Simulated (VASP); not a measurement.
## Ti: single point with PBEsol

Crystal: Ti.

```
Ti
1.0
     4.56737    0.00000    0.00000
    -2.28369    3.95546    0.00000
     0.00000    0.00000    2.82624
Ti
3
Direct
  0.00000 0.00000 0.00000
  0.33333 0.66667 0.50000
  0.66667 0.33333 0.50000
```

This isn't the form of Ti at room conditions, which is hcp.

```yaml
Program: VASP 6.6.1
Task: single point
Functional: PBEsol
Potentials_or_basis: VASP PAW PBE potentials, release 64 (Ti_sv)
Cutoff: 520 eV
k_mesh: 6 × 6 × 6
Occupations: gaussian, width 0.1 eV
Spin: no spin polarisation
Dipole_correction: no
Further_INCAR_settings: ALGO = Normal; EDIFF = 1e-06; NBANDS = 25
```

The pressure is -3.8 GPa and the band gap on the k mesh is zero (bands 18 and 19 overlap by 0.23 eV).

Stress tensor (GPa, compression positive):
```
-3.81  0.00  0.00
 0.00 -3.81  0.00
 0.00  0.00 -3.67
```

Levels at points of the mesh, in eV from the Fermi level:
```
           k point  band 16  band 17  band 18  band 19  band 20  band 21
(0.00, 0.00, 0.00)    -0.68    -0.58    -0.58    -0.01     0.70     1.32
(0.50, 0.00, 0.00)    -0.39    -0.38    -0.33     0.08     0.56     1.06
(0.00, 0.00, 0.50)    -1.70    -1.60    -1.60     1.08     1.08     1.28
(0.50, 0.00, 0.50)    -1.14    -0.65    -0.61     0.38     0.84     0.97
```

Wall time 20 s on 1 thread of Intel(R) Xeon(R) 6975P-C (Granite Rapids), with other jobs on the host, peak memory 0.18 GiB.

Caveat: the k points lie up to 0.37 Å⁻¹ apart; the PAW data sets were made with another functional, which shifts forces and pressure a little.
